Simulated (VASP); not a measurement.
The system is Si4B.

```xyz
5
Lattice="4.3393 0.0000 0.0000 -2.1697 3.7579 0.0000 0.0000 0.0000 5.0088" Properties=species:S:1:pos:R:3 pbc="T T T"
Si    2.1697    0.0000    0.0000
Si   -1.0848    1.8790    0.0000
Si    1.0848    1.8790    0.0000
Si    0.0000    0.0000    0.0000
B     0.0000    0.0000    2.5044
```

- Program: VASP 6.6.1
- Task: relaxation of cell and atoms
- Functional: PBE
- Potentials or basis: VASP PAW PBE potentials, release 64 (Si, B)
- Cutoff: 600 eV
- k mesh: 6 × 6 × 4
- Occupations: gaussian, width 0.1 eV
- Spin: no spin polarisation

At the start: pressure 35.9 GPa; volume 16.34 Å³/atom.

Where does the relaxation end?

Over 9 steps the energy falls by 1078.3 meV/atom and the volume is 17.33 Å³/atom (+6.1 %); space group P6/mmm (No. 191, to 0.05 Å).

Step by step:
```
step  energy change (eV)  largest force (eV/Å)  pressure (GPa)  volume (Å³)
   1              0.0000                0.0000           35.86        81.68
   2             -3.1976                0.0000          -11.31       127.98
   3             -3.9984                0.0000           -5.33       106.15
   4             -4.6638                0.0000           -5.60        98.24
   5             -5.1208                0.0000            9.99        78.67
   6             -5.3833                0.0000           -0.47        86.96
   7             -5.3901                0.0000            0.66        85.70
   8             -5.3903                0.0000            0.28        86.11
   9             -5.3914                0.0000           -0.19        86.63
```

Final structure:
```
CELL_PARAMETERS angstrom
5.07729 0.00000 0.00000
-2.53865 4.39706 0.00000
0.00000 0.00000 3.88058
ATOMIC_POSITIONS crystal
Si 0.50000 0.00000 0.00000
Si 0.00000 0.50000 0.00000
Si 0.50000 0.50000 0.00000
Si 0.00000 0.00000 0.00000
B 0.00000 0.00000 0.50000
```
